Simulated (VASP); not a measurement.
Runs of VASP 6.6.1 on Mg. The structure is that of space group I4/mmm (No. 139), or close to it. The cells are those of the table. 

| cell | gap on the mesh (eV) | pressure (GPa) |
| --- | --- | --- |
| a = 2.946 Å, angles 105.0, 105.0, 118.8°, 1 atom | none | 9.2 |
| a = 2.879 Å, angles 107.3, 107.3, 114.0°, 1 atom | none | 12.5 |
| a = 2.967 Å, angles 107.7, 107.7, 113.0°, 1 atom | none | 6.1 |
| a = 2.930 Å, angles 106.7, 106.7, 115.3°, 1 atom | none | (a) |
| a = 2.981 Å, angles 106.1, 106.1, 116.5°, 1 atom | none | 6.1 |

Alike in all rows: task single point; level PBE; potentials or basis VASP PAW PBE potentials, release 64 (Mg); no spin polarisation; k mesh 18 × 18 × 18; cutoff (eV) 520; smearing gaussian 0.15 eV.

Fill in the values left out.

(a) 9.0.

Caveats: the cell stands under pressure.

A gap of «none» marks levels without a gap at the run's occupations.
